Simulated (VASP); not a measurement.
The system is Ti.

```xyz
1
Lattice="0.0000 2.0300 2.0300 2.0300 0.0000 2.0300 2.0300 2.0300 0.0000" Properties=species:S:1:pos:R:3 pbc="T T T"
Ti    0.0000    0.0000    0.0000
```

```yaml
Program: VASP 6.6.1
Task: relaxation of cell and atoms
Functional: revPBE
Dispersion: D3(BJ)
Potentials_or_basis: VASP PAW PBE potentials, release 64 (Ti_sv)
Cutoff: 600 eV
k_mesh: 11 × 11 × 11
Occupations: fermi-dirac, width 0.05 eV
Spin: no spin polarisation
```

At the start: pressure -5.4 GPa; volume 16.73 Å³/atom.

Question: Where does the relaxation end?

Answer: Over 3 steps the energy falls by 14.3 meV/atom and the volume is 15.92 Å³/atom (-4.9 %); space group Fm-3m (No. 225, to 0.05 Å).

Step by step:
| step | energy change (eV) | largest force (eV/Å) | pressure (GPa) | volume (Å³) |
| --- | --- | --- | --- | --- |
| 1 | 0.0000 | 0.0000 | -5.39 | 16.73 |
| 2 | -0.0079 | 0.0000 | 4.09 | 15.40 |
| 3 | -0.0143 | 0.0000 | 0.02 | 15.92 |

Final structure:
```
Ti
1.0
     0.00000    1.99650    1.99650
     1.99650    0.00000    1.99650
     1.99650    1.99650    0.00000
Ti
1
Direct
  0.00000 0.00000 0.00000
```

Caveat: the PAW data sets were made with another functional, which shifts forces and pressure a little; pairwise dispersion overbinds metals, which lowers pressure and volume.
